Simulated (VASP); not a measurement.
# Ca in VASP: further runs

Runs on Ca. Level: PBE. Tasks: single point.

Program: VASP 6.6.1. These are calculated values, not measurements. Logs are shortened: lines on timing, memory, paths and dates and some standing lists are left out, and cuts for length are marked.

### 1 The cell of the first run

The typed cell holds 2 atoms: a = 5.371 Å, b = 5.371 Å, c = 5.371 Å, α = 33.56°, β = 33.56°, γ = 33.56°.

### 2 Single point, PBE (volume scaled by 0.5)

INCAR reads:

```
SYSTEM = Ca
  PREC = Accurate
  ENCUT = 520
  EDIFF = 1E-6
  ISMEAR = -1
  SIGMA = 0.1
  LREAL = .False.
  LASPH = .True.
  NELM = 60
  ALGO = Normal
  ISIF = 2
  LWAVE = .False.
  LCHARG = .False.
  GGA = PE
  NBANDS = 17
```

KPOINTS reads:

```
regular mesh
0
Gamma
  9 9 9
  0 0 0
```

POSCAR reads:

```
Ca
1.0
    1.5507121751     -0.8953040917      5.0639042858
    0.0000000000      1.7906081834      5.0639042858
   -1.5507121751     -0.8953040917      5.0639042858
Ca
2
Direct
    0.2500000000      0.2500000000      0.2500000000
   -0.2500000000     -0.2500000000     -0.2500000000
```

Potentials or basis: VASP PAW PBE potentials, release 64 (Ca_sv).

Launch:

```bash
$ cat potpaw_PBE.64/Ca_sv/POTCAR > POTCAR
$ mpirun -np 1 vasp_std > vasp.out
```

OUTCAR:

```text
SYSTEM = Ca
   PREC = Accurate
   ENCUT = 520
   EDIFF = 1E-6
   ISMEAR = -1
   LREAL = .False.
   LASPH = .True.
   NELM = 60
   ISIF = 2
   GGA = PE

 ion  position               nearest neighbor table
   1  0.250  0.250  0.250-   2 3.10   2 3.10   2 3.10   2 3.10   2 3.10   2 3.10
   2  0.750  0.750  0.750-   1 3.10   1 3.10   1 3.10   1 3.10   1 3.10   1 3.10

  LATTYP: Found a trigonal (rhomboedric) cell.
 ALAT       =     5.3711641459
 COS(alpha) =     0.8332923463

  Lattice vectors:

 A1 = (   1.5507121751,  -0.8953040917,   5.0639042858)
 A2 = (   0.0000000000,   1.7906081834,   5.0639042858)
 A3 = (  -1.5507121751,  -0.8953040917,   5.0639042858)

Analysis of symmetry for initial positions (statically):
=====================================================================
 Subroutine PRICEL returns following result:

  LATTYP: Found a trigonal (rhomboedric) cell.
 ALAT       =     3.1011383911
 COS(alpha) =     0.4999077847

  Lattice vectors:

 A1 = (   1.5507121751,   0.8953040917,   2.5319521429)
 A2 = (  -1.5507121751,   0.8953040917,   2.5319521429)
 A3 = (   0.0000000000,  -1.7906081834,   2.5319521429)

   2 primitive cells build up your supercell.

 Routine SETGRP: Setting up the symmetry group for a
 trigonal (rhombohedral) supercell.

 Subroutine GETGRP returns: Found 12 space group operations
 (whereof 12 operations were pure point group operations)
 out of a pool of 12 trial point group operations.

The static configuration has the point symmetry D_3d.

Analysis of symmetry for dynamics (positions and initial velocities):
=====================================================================
 Subroutine PRICEL returns following result:

  LATTYP: Found a trigonal (rhomboedric) cell.
 ALAT       =     3.1011383911
 COS(alpha) =     0.4999077847

  Lattice vectors:

 A1 = (   1.5507121751,   0.8953040917,   2.5319521429)
 A2 = (  -1.5507121751,   0.8953040917,   2.5319521429)
 A3 = (   0.0000000000,  -1.7906081834,   2.5319521429)

   2 primitive cells build up your supercell.

 Routine SETGRP: Setting up the symmetry group for a
 trigonal (rhombohedral) supercell.

 Subroutine GETGRP returns: Found 12 space group operations
 (whereof 12 operations were pure point group operations)
 out of a pool of 12 trial point group operations.

The dynamic configuration has the point symmetry D_3d.

 Subroutine INISYM returns: Found 12 space group operations
 (whereof 12 operations are pure point group operations),
 and found     2 'primitive' translations

----------------------------------------------------------------------------------------

                                     Primitive cell

  volume of cell :      21.0916

  direct lattice vectors                    reciprocal lattice vectors
     1.550712175  0.895304092  2.531952143     0.322432498  0.186156489  0.131650724
    -1.550712175  0.895304092  2.531952143    -0.322432498  0.186156489  0.131650724
     0.000000000 -1.790608183  2.531952143    -0.000000000 -0.372312979  0.131650724

  length of vectors
     3.101138391  3.101138391  3.101138391     0.394903618  0.394903618  0.394903618

  position of ions in fractional coordinates (direct lattice)
     0.500000000  0.500000000  0.500000000

  ion indices of the primitive-cell ions
   primitive index   ion index
                 1           1

----------------------------------------------------------------------------------------

 KPOINTS: regular mesh

Automatic generation of k-mesh.
 Grid dimensions read from file:
 generate k-points for:    9    9    9

 Generating k-lattice:

  Cartesian coordinates                     Fractional coordinates (reciprocal lattice)
     0.035825833 -0.020684054  0.007313929     0.111111111  0.000000000  0.000000000
     0.000000000  0.041368109  0.007313929     0.000000000  0.111111111  0.000000000
    -0.035825833 -0.020684054  0.007313929     0.000000000  0.000000000  0.111111111

  Length of vectors
     0.042009689  0.042009689  0.042009689

  Shift w.r.t. Gamma in fractional coordinates (k-lattice)
     0.000000000  0.000000000  0.000000000

 Subroutine IBZKPT returns following result:
 ===========================================

 Found     85 irreducible k-points:

 Following reciprocal coordinates:
            Coordinates               Weight
  0.000000  0.000000  0.000000      1.000000
  0.111111 -0.000000 -0.000000      6.000000
  0.222222 -0.000000  0.000000      6.000000
  0.333333 -0.000000 -0.000000      6.000000
  0.444444 -0.000000  0.000000      6.000000
  0.111111  0.111111 -0.000000      6.000000
[... 16 lines left out ...]
 -0.333333  0.333333 -0.000000      6.000000
  0.444444  0.444444 -0.000000      6.000000
 [... further k-points ...]
   k-points           NKPTS =     85   k-points in BZ     NKDIM =     85   number of bands    NBANDS=     17
   number of dos      NEDOS =    301   number of ions     NIONS =      2
   total plane-waves  NPLWV =  64000
   dimension x,y,z NGX =    40 NGY =   40 NGZ =   40
   dimension x,y,z NGXF=    80 NGYF=   80 NGZF=   80
   ions per type =               2
   NGX,Y,Z   is equivalent  to a cutoff of  12.38, 12.38, 12.38 a.u.
   NGXF,Y,Z  is equivalent  to a cutoff of  24.76, 24.76, 24.76 a.u.
 SYSTEM =  Ca
   PREC   = accura    normal or accurate (medium, high low for compatibility)
   ISTART =      0    job   : 0-new  1-cont  2-samecut
   ICHARG =      2    charge: 1-file 2-atom 10-const
   ISPIN  =      1    spin polarized calculation?
   LNONCOLLINEAR =      F non collinear calculations
   LSORBIT =      F    spin-orbit coupling
   LASPH  =      T    aspherical Exc in radial PAW
   ENCUT  =  520.0 eV  38.22 Ry    6.18 a.u.   9.99  9.99  9.99*2*pi/ulx,y,z
   NELM   =     60;   NELMIN=  2; NELMDL= -5     # of ELM steps
   EDIFF  = 0.1E-05   stopping-criterion for ELM
   LREAL  =      F    real-space projection
   EDIFFG = 0.1E-04   stopping-criterion for IOM
   NSW    =      0    number of steps for IOM
   IBRION =     -1    ionic relax: 0-MD 1-quasi-New 2-CG
   NFREE  =      0    steps in history (QN), initial steepest desc. (CG)
   ISIF   =      2    stress and relaxation
   ISYM   =      2    0-nonsym 1-usesym 2-fastsym
   POTIM  = 0.5000    time-step for ionic-motion
   TEBEG  =    0.0;   TEEND  =   0.0 temperature during run
   PSTRESS=    0.0 pullay stress
   NELECT =      20.0000    total number of electrons
   NUPDOWN=      -1.0000    fix difference up-down
   EMIN   =  10.00;   EMAX   =-10.00  energy-range for DOS
   EFERMI =   0.00;   METHOD = LEGACY
   ISMEAR =    -1;   SIGMA  =   0.10  broadening in eV -4-tet -1-fermi 0-gaus
   EFERMI_NEDOS =   21; number of points for ismear=-14 and -15
   IALGO  =     38    algorithm
   IMIX   =      4    mixing-type and parameters
     AMIX     =   0.40;   BMIX     =  1.00
     AMIX_MAG =   1.60;   BMIX_MAG =  1.00
  volume/ion in A,a.u.               =      21.09       142.33
  Fermi-wavevector in a.u.,A,eV,Ry     =   1.276552  2.412334 22.171865  1.629586
  Thomas-Fermi vector in A             =   2.409202
   LORBIT       =      0    0 simple, 1 ext, 2 COOP (PROOUT), +10 PAW based schemes
   GGA     = PE    functional components
[... 5 lines left out ...]
 non-spin polarized calculation
  energy-cutoff  :      520.00
  volume of cell :       42.18
 maximum number of plane-waves:      1149
   NGX = 19   NGY = 19   NGZ = 19

 number of electron      19.9999999 magnetization

 Free energy of the ion-electron system (eV)
  ---------------------------------------------------
  ext. energy  EPLUGINS =         0.00000000
  ---------------------------------------------------
  free energy    TOTEN  =        -1.06154039 eV

  energy without entropy =       -0.99929508  energy(sigma->0) =       -1.03041773

 E-fermi :   5.5434     XC(G=0): -10.2453

 val. band max:        5.5398329499   @ k =  -0.3333   0.3333  -0.0000
 cond. band min:       5.5858479518   @ k =   0.4444   0.1111   0.1111
 fundamental gap:      0.0460150019
 Fermi energy:         5.5433592153

 k-point     1 :       0.0000    0.0000    0.0000
  band No.  band energies     occupation
      1     -35.2661      2.00000
      2     -35.0115      2.00000
      3     -16.9597      2.00000
      4     -15.8026      2.00000
      5     -15.8026      2.00000
      6     -15.6495      2.00000
[... 9 lines left out ...]
     16       8.6689      0.00000
     17      10.9559      0.00000

 k-point     2 :       0.1111   -0.0000   -0.0000
  band No.  band energies     occupation
      1     -35.2393      2.00000
      2     -34.9999      2.00000
      3     -16.9029      2.00000
      4     -15.9179      2.00000
      5     -15.8245      2.00000
      6     -15.7840      2.00000
[... 9 lines left out ...]
     16       8.8430      0.00000
     17      10.5877      0.00000

 k-point     3 :       0.2222   -0.0000    0.0000
  band No.  band energies     occupation
      1     -35.1684      2.00000
      2     -34.9726      2.00000
      3     -16.7450      2.00000
      4     -16.2019      2.00000
      5     -16.1114      2.00000
      6     -15.8775      2.00000
[... 9 lines left out ...]
     16       9.4364      0.00000
     17      10.0440      0.00000

 k-point     4 :       0.3333   -0.0000   -0.0000
  band No.  band energies     occupation
      1     -35.0781      2.00000
      2     -34.9498      2.00000
      3     -16.5262      2.00000
      4     -16.5052      2.00000
      5     -16.4645      2.00000
      6     -15.9313      2.00000
[... 9 lines left out ...]
     16      10.1578      0.00000
     17      10.8061      0.00000

 k-point     5 :       0.4444   -0.0000    0.0000
  band No.  band energies     occupation
      1     -34.9989      2.00000
      2     -34.9543      2.00000
      3     -16.7038      2.00000
      4     -16.6895      2.00000
      5     -16.2714      2.00000
      6     -16.0438      2.00000
[... 9 lines left out ...]
     16      10.0993      0.00000
     17      12.2543      0.00000

 k-point     6 :       0.1111    0.1111   -0.0000
  band No.  band energies     occupation
      1     -35.2371      2.00000
      2     -35.0022      2.00000
      3     -16.8937      2.00000
      4     -15.9007      2.00000
      5     -15.8369      2.00000
      6     -15.8159      2.00000
[... 9 lines left out ...]
     16       8.8305      0.00000
     17      10.7973      0.00000

 k-point     7 :       0.2222    0.1111   -0.0000
  band No.  band energies     occupation
      1     -35.1867      2.00000
      2     -34.9843      2.00000
      3     -16.7851      2.00000
      4     -16.0858      2.00000
      5     -16.0419      2.00000
      6     -15.8800      2.00000
[... 9 lines left out ...]
     16       9.2633      0.00000
     17      10.1554      0.00000

 k-point     8 :       0.3333    0.1111   -0.0000
  band No.  band energies     occupation
      1     -35.1054      2.00000
      2     -34.9598      2.00000
      3     -16.6150      2.00000
      4     -16.3507      2.00000
      5     -16.3399      2.00000
      6     -15.9404      2.00000
[... 9 lines left out ...]
     16       9.8981      0.00000
     17       9.9072      0.00000
[... 203 lines left out ...]
      1     -35.0459      2.00000
      2     -34.9315      2.00000
      3     -16.5384      2.00000
      4     -16.5096      2.00000
      5     -16.4629      2.00000
      6     -16.0996      2.00000
[... 9 lines left out ...]
     16       9.9154      0.00000
     17      10.3164      0.00000

 k-point    20 :       0.3333    0.3333   -0.0000
  band No.  band energies     occupation
      1     -35.0768      2.00000
      2     -34.9509      2.00000
      3     -16.7312      2.00000
      4     -16.6527      2.00000
      5     -16.1839      2.00000
      6     -16.0180      2.00000
[... 9 lines left out ...]
     16      10.9975      0.00000
     17      11.5538      0.00000

 k-point    21 :       0.4444    0.3333   -0.0000
  band No.  band energies     occupation
      1     -35.0315      2.00000
      2     -34.9388      2.00000
      3     -16.7884      2.00000
      4     -16.7505      2.00000
      5     -16.1685      2.00000
      6     -16.0817      2.00000
[... 9 lines left out ...]
     16      11.3538      0.00000
     17      11.7096      0.00000

 k-point    22 :      -0.4444    0.3333   -0.0000
  band No.  band energies     occupation
      1     -34.9845      2.00000
      2     -34.9353      2.00000
      3     -16.7848      2.00000
      4     -16.6815      2.00000
      5     -16.3304      2.00000
      6     -16.0856      2.00000
[... 9 lines left out ...]
     16      10.8137      0.00000
     17      12.0360      0.00000

 k-point    23 :      -0.3333    0.3333   -0.0000
  band No.  band energies     occupation
      1     -34.9499      2.00000
      2     -34.9499      2.00000
      3     -16.6536      2.00000
      4     -16.5260      2.00000
      5     -16.5052      2.00000
      6     -16.3191      2.00000
[... 9 lines left out ...]
     16      10.1590      0.00000
     17      11.7755      0.00000

 k-point    24 :       0.4444    0.4444   -0.0000
  band No.  band energies     occupation
      1     -35.0196      2.00000
      2     -34.9328      2.00000
      3     -16.9230      2.00000
      4     -16.8335      2.00000
      5     -16.1034      2.00000
      6     -16.0793      2.00000
[... 9 lines left out ...]
     16      12.2863      0.00000
     17      12.3423      0.00000

 [... further k-points ...]

------------------------ aborting loop because EDIFF is reached ----------------------------------------

  FORCE on cell =-STRESS in cart. coord.  units (eV):
  Direction    XX          YY          ZZ          XY          YZ          ZX
  --------------------------------------------------------------------------------------
  -------------------------------------------------------------------------------------
  Total        8.8717878      8.8717878      8.8614030      0.0000000      0.0000000      0.0000000
  in kB      336.9637821    336.9637821    336.5693500      0.0000000      0.0000000      0.0000000
  external PRESSURE =     336.8323047 kB  Pullay stress =       0.0000000 kB

 VOLUME and BASIS-vectors are now :
 -----------------------------------------------------------------------------
  energy-cutoff  :      520.00
  volume of cell :       42.18
      direct lattice vectors                 reciprocal lattice vectors
     1.550712175 -0.895304092  5.063904286     0.322432498 -0.186156489  0.065825362
     0.000000000  1.790608183  5.063904286     0.000000000  0.372312979  0.065825362
    -1.550712175 -0.895304092  5.063904286    -0.322432498 -0.186156489  0.065825362

 POSITION                                       TOTAL-FORCE (eV/Angst)
 -----------------------------------------------------------------------------------
      0.00000      0.00000      3.79793         0.000000     -0.000000     -0.000000
      0.00000      0.00000     11.39378        -0.000000      0.000000      0.000000
 -----------------------------------------------------------------------------------
    total drift:                                0.000000      0.000000      0.000000

  FREE ENERGIE OF THE ION-ELECTRON SYSTEM (eV)
  ---------------------------------------------------
  free  energy   TOTEN  =        -1.0615403918 eV

  energy  without entropy=       -0.9992950773  energy(sigma->0) =       -1.03041773
```

It took 89 s on 1 thread of Intel Xeon Platinum 8259CL at 2.50GHz (Skylake/Cascade Lake), shared host; peak memory 0.25 GiB.

Results:

```
Free energy            : -1.0615 eV
Pressure               : 33.7 GPa
Band gap on the k mesh : zero (band 10 reaches 5.59 eV, above the bottom of band 11 at 5.30 eV)
```

(Continued in part 2 of 2.)
